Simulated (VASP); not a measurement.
A run of VASP 6.6.1 is set up as follows.

The input INCAR:

```
  PREC = Accurate
  ENCUT = 520
  EDIFF = 1E-7
  ISMEAR = 0
  SIGMA = 0.1
  LREAL = F
  LASPH = T
  NELM = 100
  ALGO = Normal
  ISIF = 2
  LWAVE = F
  LCHARG = F
  GGA = PE
  NBANDS = 16
```

KPOINTS

```
regular mesh
0
Gamma
  4 4 6
```

POSCAR

```
ReP2
1.0
    4.1543346000      0.0000000000      0.0000000000
    0.0000000000      4.1543346000      0.0000000000
    0.0000000000      0.0000000000      2.9375581700
Re P
1 2
Direct
    0.0000000000      0.0000000000      0.0000000000
    0.5000000000      0.0000000000      0.5000000000
    0.0000000000      0.5000000000      0.5000000000
```

Potentials or basis: VASP PAW PBE potentials, release 64 (Re, P).

Command:

```console
$ cat potpaw_PBE.64/Re/POTCAR potpaw_PBE.64/P/POTCAR > POTCAR
$ mpirun -np 1 vasp_std > vasp.out
```

(1) What does it give for the pressure?

## Answers

(1) -6.2 GPa.

Caveat: the k points lie up to 0.38 Å⁻¹ apart.
